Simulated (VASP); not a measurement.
# Pt: single point with PBE

Pt:

```xyz
1
Lattice="2.6772 0.0000 0.0000 0.0000 2.6772 0.0000 0.0000 0.0000 2.6772" Properties=species:S:1:pos:R:3 pbc="T T T"
Pt    0.0000    0.0000    0.0000
```

This isn't the form of Pt at room conditions, which is fcc.

```json
{
  "Program": "VASP 6.6.1",
  "Task": "single point",
  "Functional": "PBE",
  "Potentials or basis": "VASP PAW PBE potentials, release 64 (Pt)",
  "Cutoff": "520 eV",
  "k mesh": "21 × 21 × 21",
  "Occupations": "fermi-dirac, width 0.0612256 eV",
  "Spin": "no spin polarisation"
}
```

```json
{"Pressure": "-9.7 GPa", "Band gap on the k mesh": "zero (bands 5 and 6 overlap by 2.71 eV)"}
```

Levels at points of the mesh, in eV from the Fermi level:
```tsv
k point	band 1	band 2	band 3	band 4	band 5	band 6	band 7	band 8	band 9	band 10
(0.00, 0.00, 0.00)	-7.84	-5.14	-5.14	0.24	0.24	0.24	14.84	14.84	14.84	20.21
```

Run time: 26 s on 1 thread of Intel(R) Xeon(R) Platinum 8259CL CPU @ 2.50GHz (Skylake/Cascade Lake) (shared host), peak memory 0.17 GiB.

Caveat: the cell stands under tension; spin-orbit coupling is left out, which moves the levels of the heavy elements.
